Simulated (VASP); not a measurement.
Input of a VASP 6.6.1 run:

INCAR

```
PREC     = Accurate       # precision mode
ENCUT    = 520            # plane-wave cutoff, eV
EDIFF    = 1E-6           # SCF threshold, eV
ISMEAR   = 0              # smearing method
SIGMA    = 0.15           # smearing width, eV
LREAL    = False          # projectors in reciprocal space
LASPH    = True           # aspherical terms in the spheres
NELM     = 100            # most SCF steps
ALGO     = Fast           # electronic algorithm
ISIF     = 2              # what is computed and relaxed
LWAVE    = False          # write WAVECAR
LCHARG   = True           # write CHGCAR
GGA      = PS             # functional
LELF     = True           # ELF
LVHAR    = True         
NBANDS   = 8              # bands
```

File KPOINTS:

```
Automatic mesh
0
Gamma
  20 20 20
```

POSCAR

```
Al
1.0
    0.0948234630      2.0239800000      2.0239800000
    2.1188034630      0.0000000000      2.1188034630
    2.0239800000      2.0239800000      0.0948234630
Al
1
Direct
    0.0000000000      0.0000000000      0.0000000000
```

Potentials or basis: VASP PAW PBE potentials, release 64 (Al).

Command:

```sh
$ cat potpaw_PBE.64/Al/POTCAR > POTCAR
$ mpirun -np 1 vasp_std > vasp.out
```

Q: Predict the pressure.

A: -1.0 GPa.

Q: Predict the band gap on the k mesh.

A: Zero (an odd number of electrons rules out a gap without spin polarisation).

Stress tensor (GPa, compression positive):
```
-0.54  0.00 -3.26
 0.00 -1.98  0.00
-3.26  0.00 -0.54
```

Caveat: the cell differs from its parent crystal (strain +0.0937 x Voigt [0, 0, 0, 0, 1, 0]); the PAW data sets were made with another functional, which shifts forces and pressure a little.
